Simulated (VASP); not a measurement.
# TiAl (P-6m2) in VASP: notebook

TiAl is run at these levels: r2SCAN; tasks: single point.

All numbers are computed with VASP 6.6.1; they aren't measurements. Logs are shortened: lines on timing, memory, paths and dates and some standing lists are left out, and cuts for length are marked.

### Step 1. The cell of the first run

It takes space group P-6m2 (No. 187, hexagonal). The conventional cell has a = 2.867 Å, b = 2.867 Å, c = 4.678 Å, α = 90.00°, β = 90.00°, γ = 120.00°. Ti (site symmetry -6m2) has 6 Al at 2.87 Å and 6 Ti at 2.87 Å within 3.8 Å. Within 3.8 Å of Al (site symmetry -6m2) lie 6 Ti at 2.87 Å and 6 Al at 2.87 Å.

### Step 2. Single point, r2SCAN

File POSCAR:

```
TiAl
1.0
    2.8672622327      0.0000000000      0.0000000000
   -1.4336311163      2.4831219328      0.0000000000
    0.0000000000      0.0000000000      4.6780830000
Ti Al
1 1
Direct
    0.0000000000      0.0000000000      0.0000000000
    0.3333333300      0.6666666700      0.5000000000
```

File INCAR.step1:

```
ALGO     = Normal         # electronic algorithm
EDIFF    = 1E-4           # SCF threshold, eV
ENCUT    = 520            # plane-wave cutoff, eV
GGA      = PE             # functional
ISMEAR   = 0              # smearing method
LASPH    = True           # aspherical terms in the spheres
LCHARG   = False          # write CHGCAR
LREAL    = False          # projectors in reciprocal space
LWAVE    = True           # write WAVECAR
NBANDS   = 14             # bands
NELM     = 60             # most SCF steps
PREC     = Accurate       # precision mode
SIGMA    = 0.1            # smearing width, eV
```

File INCAR.step2:

```
ALGO     = Normal         # electronic algorithm
EDIFF    = 1E-6           # SCF threshold, eV
ENCUT    = 520            # plane-wave cutoff, eV
ISIF     = 2              # what is computed and relaxed
ISMEAR   = 0              # smearing method
ISTART   = 1            
LASPH    = True           # aspherical terms in the spheres
LCHARG   = False          # write CHGCAR
LMIXTAU  = True         
LREAL    = False          # projectors in reciprocal space
LWAVE    = False          # write WAVECAR
METAGGA  = R2SCAN         # meta-GGA
NBANDS   = 14             # bands
NELM     = 60             # most SCF steps
PREC     = Accurate       # precision mode
SIGMA    = 0.1            # smearing width, eV
```

File KPOINTS:

```
k-points
0
Gamma
  6 6 4
```

Potentials or basis: VASP PAW PBE potentials, release 64 (Ti_sv, Al).

Command:

```console
> cat potpaw_PBE.64/Ti_sv/POTCAR potpaw_PBE.64/Al/POTCAR > POTCAR
> cp INCAR.step1 INCAR
> mpirun -np 1 vasp_std > vasp.out
> cp INCAR.step2 INCAR
> mpirun -np 1 vasp_std > vasp.out
```

OUTCAR:

```text
EDIFF = 1E-6
   ENCUT = 520
   ISIF = 2
   ISMEAR = 0
   ISTART = 1
   LASPH = True
   LREAL = False
   METAGGA = R2SCAN
   NELM = 60
   PREC = Accurate

 ion  position               nearest neighbor table
   1  0.000  0.000  0.000-   2 2.87   2 2.87   2 2.87   2 2.87   2 2.87   2 2.87
   2  0.333  0.667  0.500-   1 2.87   1 2.87   1 2.87   1 2.87   1 2.87   1 2.87

  LATTYP: Found a hexagonal cell.
 ALAT       =     2.8672622327
 C/A-ratio  =     1.6315504549

  Lattice vectors:

 A1 = (   2.8672622327,   0.0000000000,   0.0000000000)
 A2 = (  -1.4336311163,   2.4831219328,   0.0000000000)
 A3 = (   0.0000000000,   0.0000000000,   4.6780830000)

Analysis of symmetry for initial positions (statically):
=====================================================================
 Subroutine PRICEL returns:
 Original cell was already a primitive cell.

 Routine SETGRP: Setting up the symmetry group for a
 hexagonal supercell.

 Subroutine GETGRP returns: Found 12 space group operations
 (whereof 12 operations were pure point group operations)
 out of a pool of 24 trial point group operations.

The static configuration has the point symmetry D_3h.

Analysis of symmetry for dynamics (positions and initial velocities):
=====================================================================
 Subroutine PRICEL returns:
 Original cell was already a primitive cell.

 Routine SETGRP: Setting up the symmetry group for a
 hexagonal supercell.

 Subroutine GETGRP returns: Found 12 space group operations
 (whereof 12 operations were pure point group operations)
 out of a pool of 24 trial point group operations.

The dynamic configuration has the point symmetry D_3h.

 Subroutine INISYM returns: Found 12 space group operations
 (whereof 12 operations are pure point group operations),
 and found     1 'primitive' translations

----------------------------------------------------------------------------------------

                                     Primitive cell

  volume of cell :      33.3068

  direct lattice vectors                    reciprocal lattice vectors
     2.867262233  0.000000000  0.000000000     0.348764751  0.201359423  0.000000000
    -1.433631116  2.483121933  0.000000000     0.000000000  0.402718846  0.000000000
     0.000000000  0.000000000  4.678083000     0.000000000  0.000000000  0.213762774

  length of vectors
     2.867262233  2.867262233  4.678083000     0.402718846  0.402718846  0.213762774

  position of ions in fractional coordinates (direct lattice)
     0.000000000  0.000000000  0.000000000
     0.333333330  0.666666670  0.500000000

  ion indices of the primitive-cell ions
   primitive index   ion index
                 1           1
                 2           2

----------------------------------------------------------------------------------------

 KPOINTS: k-points

Automatic generation of k-mesh.
 Grid dimensions read from file:
 generate k-points for:    6    6    4

 Generating k-lattice:

  Cartesian coordinates                     Fractional coordinates (reciprocal lattice)
     0.058127459  0.033559904  0.000000000     0.166666667  0.000000000  0.000000000
     0.000000000  0.067119808  0.000000000     0.000000000  0.166666667  0.000000000
     0.000000000  0.000000000  0.053440694     0.000000000  0.000000000  0.250000000

  Length of vectors
     0.067119808  0.067119808  0.053440694

  Shift w.r.t. Gamma in fractional coordinates (k-lattice)
     0.000000000  0.000000000  0.000000000

 Subroutine IBZKPT returns following result:
 ===========================================

 Found     21 irreducible k-points:

 Following reciprocal coordinates:
            Coordinates               Weight
  0.000000  0.000000  0.000000      1.000000
  0.166667 -0.000000  0.000000      6.000000
  0.333333 -0.000000  0.000000      6.000000
  0.500000 -0.000000  0.000000      3.000000
  0.166667  0.166667  0.000000      6.000000
  0.333333  0.166667  0.000000     12.000000
[... 13 lines left out ...]
  0.333333  0.166667  0.500000     12.000000
  0.333333  0.333333  0.500000      2.000000
   k-points           NKPTS =     21   k-points in BZ     NKDIM =     21   number of bands    NBANDS=     14
   number of dos      NEDOS =    301   number of ions     NIONS =      2
   total plane-waves  NPLWV =  20736
   dimension x,y,z NGX =    24 NGY =   24 NGZ =   36
   dimension x,y,z NGXF=    48 NGYF=   48 NGZF=   72
   ions per type =               1   1
   NGX,Y,Z   is equivalent  to a cutoff of  13.92, 13.92, 12.79 a.u.
   NGXF,Y,Z  is equivalent  to a cutoff of  27.83, 27.83, 25.59 a.u.
 SYSTEM =  unknown system
   PREC   = accura    normal or accurate (medium, high low for compatibility)
   ISTART =      1    job   : 0-new  1-cont  2-samecut
   ICHARG =      0    charge: 1-file 2-atom 10-const
   ISPIN  =      1    spin polarized calculation?
   LNONCOLLINEAR =      F non collinear calculations
   LSORBIT =      F    spin-orbit coupling
   LASPH  =      T    aspherical Exc in radial PAW
   ENCUT  =  520.0 eV  38.22 Ry    6.18 a.u.   5.33  5.33  8.70*2*pi/ulx,y,z
   NELM   =     60;   NELMIN=  2; NELMDL=  0     # of ELM steps
   EDIFF  = 0.1E-05   stopping-criterion for ELM
   LREAL  =      F    real-space projection
   EDIFFG = 0.1E-04   stopping-criterion for IOM
   NSW    =      0    number of steps for IOM
   IBRION =     -1    ionic relax: 0-MD 1-quasi-New 2-CG
   NFREE  =      0    steps in history (QN), initial steepest desc. (CG)
   ISIF   =      2    stress and relaxation
   ISYM   =      2    0-nonsym 1-usesym 2-fastsym
   POTIM  = 0.5000    time-step for ionic-motion
   TEBEG  =    0.0;   TEEND  =   0.0 temperature during run
   PSTRESS=    0.0 pullay stress
   NELECT =      15.0000    total number of electrons
   NUPDOWN=      -1.0000    fix difference up-down
   EMIN   =  10.00;   EMAX   =-10.00  energy-range for DOS
   EFERMI =   0.00;   METHOD = LEGACY
   ISMEAR =     0;   SIGMA  =   0.10  broadening in eV -4-tet -1-fermi 0-gaus
   EFERMI_NEDOS =   21; number of points for ismear=-14 and -15
   IALGO  =     38    algorithm
   IMIX   =      4    mixing-type and parameters
     AMIX     =   0.40;   BMIX     =  1.00
     AMIX_MAG =   1.60;   BMIX_MAG =  1.00
  volume/ion in A,a.u.               =      16.65       112.38
  Fermi-wavevector in a.u.,A,eV,Ry     =   1.254857  2.371335 21.424622  1.574665
  Thomas-Fermi vector in A             =   2.388641
   LORBIT       =      0    0 simple, 1 ext, 2 COOP (PROOUT), +10 PAW based schemes
   METAGGA = R2SCAN    functional components
   LHFCALC =     F    Hartree Fock is set to
   AEXX    =    0.0000 exact exchange contribution
   IVDW    =     0    specifies the selected vdW correction
   LEPSILON=     F    determine dielectric tensor
   LRPA    =     F    only Hartree local field effects (RPA)
 non-spin polarized calculation
 Gauss-broadening in eV      SIGMA  =   0.10
  energy-cutoff  :      520.00
  volume of cell :       33.31
 maximum number of plane-waves:       917
 NGX is ok and might be reduce to    24
   NGX = 11   NGY = 11   NGZ = 17

 number of electron      15.0000001 magnetization

 Free energy of the ion-electron system (eV)
  ---------------------------------------------------
  ext. energy  EPLUGINS =         0.00000000
  ---------------------------------------------------
  free energy    TOTEN  =       -20.24785867 eV

  energy without entropy =      -20.22915509  energy(sigma->0) =      -20.23850688

 E-fermi :   7.8070     XC(G=0): -11.7470

 val. band max:        7.7869555924   @ k =   0.3333   0.3333   0.5000
 cond. band min:       7.8088819497   @ k =   0.1667   0.1667   0.0000
 fundamental gap:      0.0219263573
 Fermi energy:         7.8069919310

 k-point     1 :       0.0000    0.0000    0.0000
  band No.  band energies     occupation
      1     -51.0431      2.00000
      2     -26.3044      2.00000
      3     -25.8939      2.00000
      4     -25.8939      2.00000
      5      -1.6062      2.00000
      6       5.3981      2.00000
      7       5.7531      2.00000
      8       9.2460      0.00000
      9       9.2460      0.00000
     10      10.8859      0.00000
     11      10.8859      0.00000
     12      12.0481      0.00000
     13      21.5170      0.00000
     14      21.5170      0.00000

 k-point     2 :       0.1667   -0.0000    0.0000
  band No.  band energies     occupation
      1     -51.0182      2.00000
      2     -26.2798      2.00000
      3     -26.0481      2.00000
      4     -25.9285      2.00000
      5      -0.8819      2.00000
      6       5.8843      2.00000
      7       6.1119      2.00000
      8       8.6345      0.00000
      9       9.8070      0.00000
     10      10.7032      0.00000
     11      11.0206      0.00000
     12      12.1937      0.00000
     13      16.2911      0.00000
     14      18.9279      0.00000

 k-point     3 :       0.3333   -0.0000    0.0000
  band No.  band energies     occupation
      1     -50.9680      2.00000
      2     -26.3490      2.00000
      3     -26.2304      2.00000
      4     -25.9971      2.00000
      5       1.1943      2.00000
      6       6.1521      2.00000
      7       6.7794      2.00000
      8       7.7577      1.51393
      9      10.3558      0.00000
     10      11.1433      0.00000
     11      11.5599      0.00000
     12      11.8132      0.00000
     13      13.0358      0.00000
     14      16.9907      0.00000

 k-point     4 :       0.5000   -0.0000    0.0000
  band No.  band energies     occupation
      1     -50.9428      2.00000
      2     -26.4960      2.00000
      3     -26.2056      2.00000
      4     -26.0312      2.00000
      5       3.9291      2.00000
      6       4.8529      2.00000
      7       6.2886      2.00000
      8       6.8198      2.00000
      9      10.1902      0.00000
     10      12.0057      0.00000
     11      12.1021      0.00000
     12      12.1290      0.00000
     13      13.4316      0.00000
     14      16.2143      0.00000

 k-point     5 :       0.1667    0.1667    0.0000
  band No.  band energies     occupation
      1     -50.9806      2.00000
      2     -26.2455      2.00000
      3     -26.2428      2.00000
      4     -26.0102      2.00000
      5       0.5213      2.00000
      6       6.1284      2.00000
      7       7.1218      2.00000
      8       7.8089      0.97868
      9      10.1154      0.00000
     10      10.6746      0.00000
     11      11.6660      0.00000
[... 225 lines left out ...]
 k-point    19 :       0.1667    0.1667    0.5000
  band No.  band energies     occupation
      1     -50.9806      2.00000
      2     -26.2461      2.00000
      3     -26.2451      2.00000
      4     -26.0102      2.00000
      5       1.1676      2.00000
      6       4.4100      2.00000
      7       7.9394      0.06108
      8       8.4749      0.00000
      9       8.8901      0.00000
     10       9.7084      0.00000
     11      10.9217      0.00000
     12      14.0796      0.00000
     13      15.2922      0.00000
     14      18.7163      0.00000

 k-point    20 :       0.3333    0.1667    0.5000
  band No.  band energies     occupation
      1     -50.9427      2.00000
      2     -26.4186      2.00000
      3     -26.2080      2.00000
      4     -26.1118      2.00000
      5       3.4576      2.00000
      6       6.2508      2.00000
      7       6.7414      2.00000
      8       7.6629      1.95844
      9       8.9452      0.00000
     10       9.0888      0.00000
     11      11.5830      0.00000
     12      12.2322      0.00000
     13      14.1618      0.00000
     14      15.2443      0.00000

 k-point    21 :       0.3333    0.3333    0.5000
  band No.  band energies     occupation
      1     -50.9301      2.00000
      2     -26.3148      2.00000
      3     -26.3097      2.00000
      4     -26.1954      2.00000
      5       5.7146      2.00000
      6       5.9543      2.00000
      7       7.0715      2.00000
      8       7.1022      2.00000
      9       7.7870      1.22310
     10       9.2216      0.00000
     11      11.3691      0.00000
     12      12.7662      0.00000
     13      13.5730      0.00000
     14      14.1945      0.00000

------------------------ aborting loop because EDIFF is reached ----------------------------------------

  FORCE on cell =-STRESS in cart. coord.  units (eV):
  Direction    XX          YY          ZZ          XY          YZ          ZX
  --------------------------------------------------------------------------------------
  -------------------------------------------------------------------------------------
  Total       -0.0970274     -0.0970274     -0.4437455     -0.0000000      0.0000000      0.0000000
  in kB       -4.6673652     -4.6673652    -21.3457363     -0.0000000      0.0000000      0.0000000
  external PRESSURE =     -10.2268222 kB  Pullay stress =       0.0000000 kB

 VOLUME and BASIS-vectors are now :
 -----------------------------------------------------------------------------
  energy-cutoff  :      520.00
  volume of cell :       33.31
      direct lattice vectors                 reciprocal lattice vectors
     2.867262233  0.000000000  0.000000000     0.348764751  0.201359423  0.000000000
    -1.433631116  2.483121933  0.000000000     0.000000000  0.402718846  0.000000000
     0.000000000  0.000000000  4.678083000     0.000000000  0.000000000  0.213762774

 POSITION                                       TOTAL-FORCE (eV/Angst)
 -----------------------------------------------------------------------------------
      0.00000      0.00000      0.00000         0.000000      0.000000      0.000000
     -0.00000      1.65541      2.33904        -0.000000      0.000000      0.000000
 -----------------------------------------------------------------------------------
    total drift:                               -0.000002      0.000001      0.000000

  FREE ENERGIE OF THE ION-ELECTRON SYSTEM (eV)
  ---------------------------------------------------
  free  energy   TOTEN  =       -20.2478586686 eV

  energy  without entropy=      -20.2291550947  energy(sigma->0) =      -20.23850688
```

Wall time 64 s (1 thread of Intel Xeon 8259CL, shared host); peak memory 0.16 GiB.

Results:

| Property | Result |
| --- | --- |
| Free energy | -20.2479 eV |
| Pressure | -1.0 GPa |
| Band gap on the k mesh | zero (an odd number of electrons rules out a gap without spin polarisation) |

Caveat: the k points lie up to 0.42 Å⁻¹ apart, too coarse for converged energies and pressures of a metal; the PAW data sets were made with another functional, which shifts forces and pressure a little.

### Step 3. Single point, r2SCAN

This run uses another cell than the first one, of 16.51 Å³/atom.

File POSCAR:

```
TiAl
1.0
    2.8685970543      0.0000000000      0.0000000000
   -1.4342985271      2.4842779222      0.0000000000
    0.0000000000      0.0000000000      4.6338675649
Ti Al
1 1
Direct
    0.0000000000      0.0000000000      0.0000000000
    0.3333333333      0.6666666667      0.5000000000
```

File INCAR.step1:

```
SYSTEM = TiAl
  ALGO = Normal
  EDIFF = 1E-4
  ENCUT = 520
  GGA = PE
  ISMEAR = 0
  LASPH = .TRUE.
  LCHARG = .FALSE.
  LREAL = .FALSE.
  LWAVE = .TRUE.
  NBANDS = 14
  NELM = 80
  PREC = Accurate
  SIGMA = 0.1
```

File INCAR.step2:

```
SYSTEM = TiAl
  ALGO = Normal
  EDIFF = 1E-6
  ENCUT = 520
  ISIF = 2
  ISMEAR = 0
  ISTART = 1
  LASPH = .TRUE.
  LCHARG = .TRUE.
  LELF = .TRUE.
  LMIXTAU = .TRUE.
  LREAL = .FALSE.
  LVHAR = .TRUE.
  LWAVE = .FALSE.
  METAGGA = R2SCAN
  NBANDS = 14
  NELM = 80
  PREC = Accurate
  SIGMA = 0.1
```

File KPOINTS:

```
k-points
0
G
  18 18 10
  0 0 0
```

Potentials or basis: VASP PAW PBE potentials, release 64 (Ti_sv, Al).

Command:

```console
> cat potpaw_PBE.64/Ti_sv/POTCAR potpaw_PBE.64/Al/POTCAR > POTCAR
> cp INCAR.step1 INCAR
> mpirun -np 1 vasp_std > vasp.out
> cp INCAR.step2 INCAR
> mpirun -np 1 vasp_std > vasp.out
```

It took 9.2 min on 1 thread of Intel Xeon 8259CL, shared host; peak memory 0.25 GiB.

It converged, with:

| Property | Result |
| --- | --- |
| Free energy | -20.2420 eV |
| Pressure | 0.1 GPa |
| Band gap on the k mesh | zero (an odd number of electrons rules out a gap without spin polarisation) |

Levels at points of the mesh, in eV from the Fermi level:
```
           k point  band 3  band 4  band 5  band 6  band 7  band 8  band 9  band 10  band 11  band 12
(0.00, 0.00, 0.00)  -33.69  -33.69   -9.47   -2.39   -2.00    1.44    1.44     3.07     3.07     4.38
(0.50, 0.00, 0.00)  -34.02  -33.82   -3.95   -3.01   -1.55   -0.99    2.36     4.21     4.34     4.36
(0.00, 0.00, 0.50)  -33.69  -33.69   -8.50   -5.63   -0.38    1.46    1.46     2.98     2.98     7.30
(0.50, 0.00, 0.50)  -34.02  -33.82   -3.84   -2.56   -1.91    0.41    1.08     2.14     3.37     4.21
```

Caveat: the PAW data sets were made with another functional, which shifts forces and pressure a little.

[end of part 1 of 2]
